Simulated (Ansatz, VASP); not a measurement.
Sr in VASP and in Ansatz

The input INCAR:

```
SYSTEM = Sr
PREC = Accurate ; ENCUT = 600
EDIFF = 1E-6 ; ISMEAR = 0
SIGMA = 0.1 ; LREAL = .FALSE.
LASPH = .TRUE. ; NELM = 100
ALGO = Fast ; ISIF = 3
LWAVE = .FALSE. ; LCHARG = .FALSE.
GGA = PE ; IBRION = 2
NSW = 80 ; EDIFFG = -0.01
```

The input KPOINTS:

```
Automatic mesh
0
G
  12 12 6
  0 0 0
```

Contents of POSCAR:

```
Sr
1.0
    4.2717868169      0.0000000000      0.0000000000
   -2.1358934085      3.6994759030      0.0000000000
    0.0000000000      0.0000000000      6.9352950146
Sr
2
Direct
    0.3333333333      0.6666666667      0.2500000000
    0.6666666667      0.3333333333      0.7500000000
```

Input for Ansatz:

```yaml
crystal:
  lattice:
    - [4.2717868169, 0.0, 0.0]
    - [-2.1358934085, 3.699475903, 0.0]
    - [0.0, 0.0, 6.9352950146]
  atoms:
    - { symbol: Sr, position: [0.3333333333, 0.6666666667, 0.25] }
    - { symbol: Sr, position: [0.6666666667, 0.3333333333, 0.75] }
basis:
  ecutwfc: 420
kpoints:
  mp_grid: { grid: [12, 12, 6] }
hamiltonian:
  xc: pbe
scf:
  occupations: { method: gaussian, width: 0.1 }
output:
  forces: true
  stress: true
  eigenvalues: true
  write_density: true
  write_potential: true
  elf: true
  volumetric_format: npy
relax:
  adjacent_minimum: "off"
  f_tol: 0.01
  max_steps: 60
  cell: { stress_tol: 0.1 }
```

Alike in both runs: task relaxation of cell and atoms; functional PBE; k mesh 12 × 12 × 6; occupations gaussian, width 0.1 eV; no spin polarisation.

```csv
,VASP,Ansatz
version,VASP 6.6.1,Ansatz 0.2.0
potentials or method,"VASP PAW PBE potentials, release 64 (Sr_sv), cutoff 600 eV","scalar-relativistic, plane waves, PAW"
valence electrons in the cell,20,20
```

Ansatz gave:

| Item | Value |
| --- | --- |
| gap on the k mesh at the Fermi level, each at its own relaxed structure (eV) | none |
| relaxed volume (Å³/atom) | 55.35 |
| relaxed cell length with the largest relative difference (Å) | 4.269 |

What did VASP give for the same quantities?

gap on the k mesh at the Fermi level, each at its own relaxed structure (eV): none; relaxed volume (Å³/atom): 55.44; relaxed cell length with the largest relative difference (Å): 4.274.

A gap of «none» marks a metal or a gap that the smearing closes.
